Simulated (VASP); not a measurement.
Wanted: the native input for a VASP 6.6.1 run.

| Quantity | Value |
| --- | --- |
| Task | single point |
| Functional | PBE |
| Potentials or basis | VASP PAW PBE potentials, release 64 (Cr_pv) |
| Cutoff | 520 eV |
| k mesh | 24 × 24 × 24 |
| Occupations | gaussian, width 0.15 eV |
| Spin | no spin polarisation |
| Dipole correction | no |
| Further INCAR settings | ALGO = Normal; EDIFF = 1e-06; NBANDS = 12 |

The structure of Cr lies in POSCAR:

```
Cr
1.0
   -1.2977550000      1.4419500000      1.4419500000
    1.2977550000     -1.4419500000      1.4419500000
    1.2977550000      1.4419500000     -1.4419500000
Cr
1
Direct
    0.0000000000      0.0000000000      0.0000000000
```

This cell differs from its parent crystal: strain -0.1000 x Voigt [1, 0, 0, 0, 0, 0].

One way to write it, as run:

INCAR

```
PREC = Accurate
ENCUT = 520
EDIFF = 1E-6
ISMEAR = 0
SIGMA = 0.15
LREAL = F
LASPH = T
NELM = 60
ALGO = Normal
ISIF = 2
LWAVE = F
LCHARG = F
GGA = PE
NBANDS = 12
```

KPOINTS

```
regular mesh
0
Gamma
  24 24 24
```

Potentials or basis: VASP PAW PBE potentials, release 64 (Cr_pv).

The run is started by

```sh
$ cat potpaw_PBE.64/Cr_pv/POTCAR > POTCAR
$ mpirun -np 1 vasp_std > vasp.out
```

Results of the run:

| Item | Value |
| --- | --- |
| Pressure | 21.7 GPa |
| Band gap on the k mesh | zero (bands 6 and 7 overlap by 3.58 eV) |

Caveat: the cell differs from its parent crystal (strain -0.1000 x Voigt [1, 0, 0, 0, 0, 0]); the stress differs along the axes, from 8 to 49 GPa; the run has no spin polarisation, though such a crystal can be magnetic.

Run time: 42 s on 1 thread of AMD EPYC 9R45 (Zen 5) (shared host), peak memory 0.2 GiB.
